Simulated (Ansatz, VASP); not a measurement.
**Two plane-wave programs on Zr2Pb2O3**

The input INCAR:

```
SYSTEM = Zr2Pb2O3
ALGO = Normal
EDIFF = 1E-7
EDIFFG = -0.08
ENCUT = 600
GGA = PE
IBRION = 2
ISIF = 3
ISMEAR = 0
LASPH = .True.
LCHARG = .False.
LREAL = .False.
LWAVE = .False.
NELM = 60
NSW = 36
PREC = Accurate
SIGMA = 0.2
```

Contents of KPOINTS:

```
k-points
0
Gamma
  5 5 2
  0 0 0
```

File POSCAR:

```
Zr2Pb2O3
1.0
    3.4000000000      0.0000000000      0.0000000000
   -1.7000000000      2.9444863700      0.0000000000
    0.0000000000      0.0000000000     11.7000000000
Zr Pb O
2 2 3
Direct
    0.6666666700      0.3333333300      0.9060000000
    0.3333333300      0.6666666700      0.0940000000
    0.3333333300      0.6666666700      0.3760000000
    0.6666666700      0.3333333300      0.6240000000
    0.3333333300      0.6666666700      0.8460000000
    0.6666666700      0.3333333300      0.1540000000
    0.0000000000      0.0000000000      0.0000000000
```

Input for Ansatz:

```yaml
crystal:
  lattice:
    - [3.4, 0.0, 0.0]
    - [-1.7, 2.94448637, 0.0]
    - [0.0, 0.0, 11.7]
  atoms:
    - { symbol: Zr, position: [0.66666667, 0.33333333, 0.906] }
    - { symbol: Zr, position: [0.33333333, 0.66666667, 0.094] }
    - { symbol: Pb, position: [0.33333333, 0.66666667, 0.376] }
    - { symbol: Pb, position: [0.66666667, 0.33333333, 0.624] }
    - { symbol: O, position: [0.33333333, 0.66666667, 0.846] }
    - { symbol: O, position: [0.66666667, 0.33333333, 0.154] }
    - { symbol: O, position: [0.0, 0.0, 0.0] }
basis:
  ecutwfc: 420
kpoints:
  mp_grid: { grid: [5, 5, 2] }
hamiltonian:
  xc: pbe
scf:
  occupations: { method: gaussian, width: 0.2 }
  lower_state_search: "off"
output:
  forces: true
  stress: true
  eigenvalues: true
relax:
  adjacent_minimum: "off"
  f_tol: 0.08
  max_steps: 16
  cell: { stress_tol: 0.8 }
```

Alike in both runs: task relaxation of cell and atoms; functional PBE; k mesh 5 × 5 × 2; occupations gaussian, width 0.2 eV; no spin polarisation.

|  | VASP | Ansatz |
| --- | --- | --- |
| version | VASP 6.6.1 | Ansatz 0.2.0 |
| potentials or method | VASP PAW PBE potentials, release 64 (Zr_sv, Pb_d, O), cutoff 600 eV | scalar-relativistic, plane waves, PAW |
| valence electrons in the cell | 70 | 70 |

```tsv
	VASP	Ansatz	Ansatz less VASP
gap on the k mesh at the Fermi level, each at its own relaxed structure (eV)	none	none	-
relaxed volume (Å³/atom)	18.22	18.40	+0.178
relaxed cell length with the largest relative difference (Å)	11.732	12.266	+0.5338
```

A gap of «none» marks a metal or a gap that the smearing closes.

The k mesh is coarse, so the values compare programs but aren't converged. Spin-orbit coupling is off throughout.
